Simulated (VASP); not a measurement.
Write the native input for VASP 6.6.1 that does the following.

| Item | Value |
| --- | --- |
| Task | single point |
| Functional | PBE |
| Potentials or basis | VASP PAW PBE potentials, release 64 (Pd) |
| Cutoff | 520 eV |
| k mesh | 18 × 18 × 18 |
| Occupations | fermi-dirac, width 0.05 eV |
| Spin | no spin polarisation |
| Dipole correction | no |
| Further INCAR settings | ALGO = Normal; EDIFF = 1e-06; NBANDS = 11 |

The structure of Pd lies in POSCAR:

```
Pd
1.0
    0.0000000000      1.9318465866      1.9318465866
    1.9318465866      0.0000000000      1.9318465866
    1.9318465866      1.9318465866      0.0000000000
Pd
1
Direct
    0.0000000000      0.0000000000      0.0000000000
```

This cell differs from its parent crystal: volume scaled by 0.98.

One way to write it, as run:

INCAR

```
SYSTEM = Pd
  PREC = Accurate
  ENCUT = 520
  EDIFF = 1E-6
  ISMEAR = -1
  SIGMA = 0.05
  LREAL = .FALSE.
  LASPH = .TRUE.
  NELM = 60
  ALGO = Normal
  ISIF = 2
  LWAVE = .FALSE.
  LCHARG = .FALSE.
  GGA = PE
  NBANDS = 11
```

KPOINTS

```
regular mesh
0
G
  18 18 18
  0 0 0
```

Potentials or basis: VASP PAW PBE potentials, release 64 (Pd).

Command:

```sh
$ cat potpaw_PBE.64/Pd/POTCAR > POTCAR
$ mpirun -np 1 vasp_std > vasp.out
```

It gave:

```json
{
  "Pressure": "11.7 GPa",
  "Band gap on the k mesh": "zero (band 5 reaches 10.48 eV, above the bottom of band 6 at 8.83 eV)"
}
```

Run time: 49 s on 1 thread of AMD EPYC 7R13 (shared host), peak memory 0.12 GiB.
